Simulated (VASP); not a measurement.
The system is RbBr.

```xyz
2
Lattice="4.1279 0.0000 0.0000 0.0000 4.1279 0.0000 0.0000 0.0000 4.0561" Properties=species:S:1:pos:R:3 pbc="T T T"
Rb    0.0000    0.0000    0.0000
Br    2.0640    2.0640    2.0281
```

This cell differs from its parent crystal: uniaxial z strain -1.7%.

Base run:

| Property | Result |
| --- | --- |
| Program | VASP 6.6.1 |
| Functional | r2SCAN |
| Potentials or basis | VASP PAW PBE potentials, release 64 (Rb_sv, Br) |
| Cutoff | 520 eV |
| k mesh | 6 × 6 × 6 |
| Occupations | gaussian, width 0.01 eV |
| Spin | no spin polarisation |

Its results: band gap on the k mesh 4.84 eV (least direct gap 4.98 eV); pressure 0.3 GPa.

Question: The run is repeated on the same cell with these changes: functional from r2SCAN to HSE06; k mesh from 6 × 6 × 6 to 4 × 4 × 4. What comes out?

Answer: Band gap on the k mesh 5.27 eV (least direct gap 5.42 eV); pressure 0.8 GPa.

Several settings changed at once.

Caveats: the structure was generated, so it needn't be the stable form of RbBr; the PAW data sets were made with another functional, which shifts forces and pressure a little.

A k mesh can miss the band edges.
